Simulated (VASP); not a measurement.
# CdI2: single point with HSE06

The system is CdI2.

```
Cd I
1.0
     4.20454    0.00000    0.00000
    -2.10227    3.64124    0.00000
     0.00000    0.00000    6.82607
Cd I
1 2
Direct
  0.00000 0.00000 0.00000
  0.33333 0.66667 0.25353
  0.66667 0.33333 0.74647
```

This cell differs from its parent crystal: strain -1.0%.

- Program: VASP 6.6.1
- Task: single point
- Functional: HSE06
- Potentials or basis: VASP PAW PBE potentials, release 64 (Cd, I)
- Cutoff: 400 eV
- k mesh: 6 × 6 × 4
- Occupations: gaussian, width 0.01 eV
- Spin: no spin polarisation
- Dipole correction: no
- Grid for exact exchange (PRECFOCK): Normal
- Further INCAR settings: ALGO = Normal; EDIFF = 1e-06; NBANDS = 20
- Screening parameter: 0.2079 1/Å

The pressure is 1.3 GPa. The largest force is 0.059 eV/Å and the band gap on the k mesh is 3.29 eV, indirect (least direct gap 3.68 eV).

Forces in eV/Å, atoms in the order of the input:
```
Cd   0.000  0.000  0.000
I    0.000  0.000 -0.059
I    0.000  0.000  0.059
```

Stress tensor (GPa, compression positive):
```
1.44 0.00 0.00
0.00 1.44 0.00
0.00 0.00 1.01
```

Levels at points of the mesh, in eV from the valence-band top:
```
           k point  band 9  band 10  band 11  band 12  band 13  band 14  band 15  band 16  band 17  band 18
(0.00, 0.00, 0.00)   -0.30    -0.30    -0.18    -0.18    -0.18     3.50     5.41     7.47     7.47     9.44
(0.50, 0.00, 0.00)   -3.06    -2.29    -1.67    -0.84    -0.16     3.62     5.92     6.72     7.52     8.65
(0.00, 0.00, 0.50)   -1.88    -0.46    -0.46     0.00     0.00     4.76     5.48     7.23     7.23     8.72
(0.50, 0.00, 0.50)   -3.59    -1.41    -1.36    -0.61    -0.54     3.29     5.76     6.71     7.47     8.44
```

It took 16 min on 4 MPI ranks on Intel(R) Xeon(R) 6975P-C (Granite Rapids) (shared host), peak memory 0.32 GiB a rank.

Caveat: the cell differs from its parent crystal (strain -1.0%); the PAW data sets were made with another functional, which shifts forces and pressure a little; spin-orbit coupling is left out, which moves the levels of the heavy elements; this functional lacks dispersion, which binds the layers, so the pressure and a relaxed spacing across them are unreliable. A k mesh can miss the band edges.
